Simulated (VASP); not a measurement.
# MoS2 in VASP: single point with r2SCAN

Aim: the single point of MoS2 with r2SCAN.

Everything below comes from runs of VASP 6.6.1. Logs are shortened: lines on timing, memory, paths and dates and some standing lists are left out, and cuts for length are marked.

### 1 The cell of the first run

The typed cell holds 6 atoms: a = 3.178 Å, b = 3.178 Å, c = 12.411 Å, α = 90.00°, β = 90.00°, γ = 60.00°.

### 2 Single point, r2SCAN

File POSCAR:

```
MoS2
1.0
    1.5891810000      2.7525420000      0.0000000000
   -1.5891810000      2.7525420000      0.0000000000
    0.0000000000      0.0000000000     12.4107440000
Mo S
2 4
Direct
    0.3333000000      0.3334000000      0.2500000000
    0.6666000000      0.6667000000      0.7500000000
    0.3333000000      0.3334000000      0.6210000000
    0.6666000000      0.6667000000      0.1210000000
    0.3333000000      0.3334000000      0.8790000000
    0.6667000000      0.6667000000      0.3790000000
```

File INCAR.step1:

```
PREC = Accurate
ENCUT = 520
ISMEAR = -1
SIGMA = 0.1
LREAL = F
LASPH = T
NELM = 80
NBANDS = 35
GGA = PE
ALGO = Normal
EDIFF = 1E-4
LWAVE = T
LCHARG = F
```

File INCAR.step2:

```
PREC = Accurate
ENCUT = 520
EDIFF = 1E-6
ISMEAR = -1
SIGMA = 0.1
LREAL = F
LASPH = T
NELM = 80
ALGO = Normal
ISIF = 2
LWAVE = F
LCHARG = F
METAGGA = R2SCAN
LMIXTAU = T
NBANDS = 35
ISTART = 1
```

File KPOINTS:

```
Automatic mesh
0
Gamma
  9 9 2
```

Potentials or basis: VASP PAW PBE potentials, release 64 (Mo_sv, S).

Launch:

```console
$ cat potpaw_PBE.64/Mo_sv/POTCAR potpaw_PBE.64/S/POTCAR > POTCAR
$ cp INCAR.step1 INCAR
$ mpirun -np 1 vasp_std > vasp.out
$ cp INCAR.step2 INCAR
$ mpirun -np 1 vasp_std > vasp.out
```

OUTCAR:

```text
PREC = Accurate
   ENCUT = 520
   EDIFF = 1E-6
   ISMEAR = -1
   LREAL = F
   LASPH = T
   NELM = 80
   ISIF = 2
   METAGGA = R2SCAN
   ISTART = 1

 ion  position               nearest neighbor table
   1  0.333  0.333  0.250-   4 2.44   6 2.44   6 2.44   4 2.44   4 2.44   6 2.44
   2  0.667  0.667  0.750-   3 2.44   5 2.44   3 2.44   5 2.44   3 2.44   5 2.44
   3  0.333  0.333  0.621-   2 2.44   2 2.44   2 2.44
   4  0.667  0.667  0.121-   1 2.44   1 2.44   1 2.44
   5  0.333  0.333  0.879-   2 2.44   2 2.44   2 2.44
   6  0.667  0.667  0.379-   1 2.44   1 2.44   1 2.44

  LATTYP: Found a hexagonal cell.
 ALAT       =     3.1783617970
 C/A-ratio  =     3.9047612552

  Lattice vectors:

 A1 = (   1.5891810000,  -2.7525420000,   0.0000000000)
 A2 = (   1.5891810000,   2.7525420000,   0.0000000000)
 A3 = (   0.0000000000,   0.0000000000,  12.4107440000)

Analysis of symmetry for initial positions (statically):
=====================================================================
 Subroutine PRICEL returns:
 Original cell was already a primitive cell.

 Routine SETGRP: Setting up the symmetry group for a
 hexagonal supercell.

 Subroutine GETGRP returns: Found  1 space group operations
 (whereof  1 operations were pure point group operations)
 out of a pool of 24 trial point group operations.

The static configuration has the point symmetry C_1 .

Analysis of symmetry for dynamics (positions and initial velocities):
=====================================================================
 Subroutine PRICEL returns:
 Original cell was already a primitive cell.

 Routine SETGRP: Setting up the symmetry group for a
 hexagonal supercell.

 Subroutine GETGRP returns: Found  1 space group operations
 (whereof  1 operations were pure point group operations)
 out of a pool of 24 trial point group operations.

The dynamic configuration has the point symmetry C_1 .

 Subroutine INISYM returns: Found  1 space group operations
 (whereof  1 operations are pure point group operations),
 and found     1 'primitive' translations

----------------------------------------------------------------------------------------

[... 96 lines left out ...]
   LSORBIT =      F    spin-orbit coupling
   LASPH  =      T    aspherical Exc in radial PAW
   ENCUT  =  520.0 eV  38.22 Ry    6.18 a.u.   5.91  5.91 23.08*2*pi/ulx,y,z
   NELM   =     80;   NELMIN=  2; NELMDL=  0     # of ELM steps
   EDIFF  = 0.1E-05   stopping-criterion for ELM
   LREAL  =      F    real-space projection
   EDIFFG = 0.1E-04   stopping-criterion for IOM
   NSW    =      0    number of steps for IOM
   IBRION =     -1    ionic relax: 0-MD 1-quasi-New 2-CG
   NFREE  =      0    steps in history (QN), initial steepest desc. (CG)
   ISIF   =      2    stress and relaxation
   ISYM   =      2    0-nonsym 1-usesym 2-fastsym
   POTIM  = 0.5000    time-step for ionic-motion
   TEBEG  =    0.0;   TEEND  =   0.0 temperature during run
   PSTRESS=    0.0 pullay stress
   NELECT =      52.0000    total number of electrons
   NUPDOWN=      -1.0000    fix difference up-down
   EMIN   =  10.00;   EMAX   =-10.00  energy-range for DOS
   EFERMI =   0.00;   METHOD = LEGACY
   ISMEAR =    -1;   SIGMA  =   0.10  broadening in eV -4-tet -1-fermi 0-gaus
   EFERMI_NEDOS =   21; number of points for ismear=-14 and -15
   IALGO  =     38    algorithm
   IMIX   =      4    mixing-type and parameters
     AMIX     =   0.40;   BMIX     =  1.00
     AMIX_MAG =   1.60;   BMIX_MAG =  1.00
  volume/ion in A,a.u.               =      18.10       122.12
  Fermi-wavevector in a.u.,A,eV,Ry     =   1.280848  2.420452 22.321329  1.640571
  Thomas-Fermi vector in A             =   2.413252
   LORBIT       =      0    0 simple, 1 ext, 2 COOP (PROOUT), +10 PAW based schemes
   METAGGA = R2SCAN    functional components
   LHFCALC =     F    Hartree Fock is set to
   AEXX    =    0.0000 exact exchange contribution
   IVDW    =     0    specifies the selected vdW correction
   LEPSILON=     F    determine dielectric tensor
   LRPA    =     F    only Hartree local field effects (RPA)
 non-spin polarized calculation
  energy-cutoff  :      520.00
  volume of cell :      108.58
 maximum number of plane-waves:      2946
   NGX = 11   NGY = 11   NGZ = 47

 number of electron      51.9999998 magnetization

 Free energy of the ion-electron system (eV)
  ---------------------------------------------------
  ext. energy  EPLUGINS =         0.00000000
  ---------------------------------------------------
  free energy    TOTEN  =       -89.96541896 eV

  energy without entropy =      -89.96500427  energy(sigma->0) =      -89.96521162

 E-fermi :   7.5271     XC(G=0): -11.4620

 val. band max:        7.1121796847   @ k =   0.0000   0.0000   0.0000
 cond. band min:       8.1914306207   @ k =  -0.1111   0.2222   0.0000
 fundamental gap:      1.0792509359
 Fermi energy:         7.5270724425

 k-point     1 :       0.0000    0.0000    0.0000
  band No.  band energies     occupation
      1     -56.2905      2.00000
      2     -56.2905      2.00000
      3     -29.6913      2.00000
      4     -29.6912      2.00000
      5     -29.4686      2.00000
      6     -29.4686      2.00000
[... 901 lines left out ...]
     34      11.3816      0.00000
     35      13.6791      0.00000

 [... further k-points ...]

------------------------ aborting loop because EDIFF is reached ----------------------------------------

  FORCE on cell =-STRESS in cart. coord.  units (eV):
  Direction    XX          YY          ZZ          XY          YZ          ZX
  --------------------------------------------------------------------------------------
  -------------------------------------------------------------------------------------
  Total       -1.1685091     -1.1663589     -4.5595828      0.0003460     -0.0035683     -0.0020597
  in kB      -17.2427911    -17.2110609    -67.2822587      0.0051061     -0.0526553     -0.0303941
  external PRESSURE =     -33.9120369 kB  Pullay stress =       0.0000000 kB

 VOLUME and BASIS-vectors are now :
 -----------------------------------------------------------------------------
  energy-cutoff  :      520.00
  volume of cell :      108.58
      direct lattice vectors                 reciprocal lattice vectors
     1.589181000  2.752542000  0.000000000     0.314627472  0.181650271  0.000000000
    -1.589181000  2.752542000  0.000000000    -0.314627472  0.181650271  0.000000000
     0.000000000  0.000000000 12.410744000     0.000000000  0.000000000  0.080575347

 POSITION                                       TOTAL-FORCE (eV/Angst)
 -----------------------------------------------------------------------------------
     -0.00016      1.83512      3.10269         0.001464     -0.000846      0.000002
     -0.00016      3.66996      9.30806         0.000005      0.003402     -0.000002
     -0.00016      1.83512      7.70707         0.000015     -0.001684      0.955108
     -0.00016      3.66996      1.50170        -0.000063      0.001592      0.955101
     -0.00016      1.83512     10.90904        -0.000003     -0.001712     -0.955104
      0.00000      3.67024      4.70367        -0.001418     -0.000752     -0.955105
 -----------------------------------------------------------------------------------
    total drift:                               -0.000005     -0.000001      0.000000

  FREE ENERGIE OF THE ION-ELECTRON SYSTEM (eV)
  ---------------------------------------------------
  free  energy   TOTEN  =       -89.9654189626 eV

  energy  without entropy=      -89.9650042693  energy(sigma->0) =      -89.96521162
```

Run time: 5.5 min. Hardware: 1 thread of Intel Xeon 6975P-C (Granite Rapids), shared host; peak memory 0.4 GiB.

Results:

```
Free energy            : -89.9654 eV
Pressure               : -3.4 GPa
Largest force          : 0.955 eV/Å
Band gap on the k mesh : 1.08 eV (least direct gap 1.79 eV)
```

Forces in eV/Å, atoms in the order of the input:
```
Mo   0.001 -0.001  0.000
Mo   0.000  0.003  0.000
S    0.000 -0.002  0.955
S    0.000  0.002  0.955
S    0.000 -0.002 -0.955
S   -0.001 -0.001 -0.955
```

Caveat: the cell stands under tension; the PAW data sets were made with another functional, which shifts forces and pressure a little; an odd mesh through Γ misses points on the zone boundary, where band edges can lie.
